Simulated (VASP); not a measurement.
Write the native input for VASP 6.6.1 that does the following.

| Item | Value |
| --- | --- |
| Task | single point |
| Functional | PBE |
| Potentials or basis | VASP PAW PBE potentials, release 64 (Pb_d) |
| Cutoff | 520 eV |
| k mesh | 16 × 16 × 16 |
| Occupations | gaussian, width 0.15 eV |
| Spin | no spin polarisation |
| Dipole correction | no |
| Further INCAR settings | ALGO = Fast; EDIFF = 1e-07; NBANDS = 13 |

The structure of Pb lies in POSCAR:

```
Pb
1.0
    0.0000000000      2.4698000000      2.5809410000
    2.4698000000      0.0000000000      2.5809410000
    2.4698000000      2.4698000000      0.0000000000
Pb
1
Direct
    0.0000000000      0.0000000000      0.0000000000
```

This cell differs from its parent crystal: strain +0.0450 x Voigt [0, 0, 1, 0, 0, 0].

The input as run:

INCAR

```
  PREC = Accurate
  ENCUT = 520
  EDIFF = 1E-7
  ISMEAR = 0
  SIGMA = 0.15
  LREAL = F
  LASPH = T
  NELM = 100
  ALGO = Fast
  ISIF = 2
  LWAVE = F
  LCHARG = F
  GGA = PE
  NBANDS = 13
```

KPOINTS

```
Automatic mesh
0
Gamma
  16 16 16
```

Potentials or basis: VASP PAW PBE potentials, release 64 (Pb_d).

Run with:

```console
$ cat potpaw_PBE.64/Pb_d/POTCAR > POTCAR
$ mpirun -np 1 vasp_std > vasp.out
```

It gave:

* Pressure: 0.5 GPa
* Band gap on the k mesh: zero (band 7 reaches 13.97 eV, above the bottom of band 8 at 5.13 eV)

Caveat: the cell differs from its parent crystal (strain +0.0450 x Voigt [0, 0, 1, 0, 0, 0]); spin-orbit coupling is left out, which moves the levels of the heavy elements.

It took 68 s on 1 thread of Intel(R) Xeon(R) 6975P-C (Granite Rapids) (shared host), peak memory 0.26 GiB.
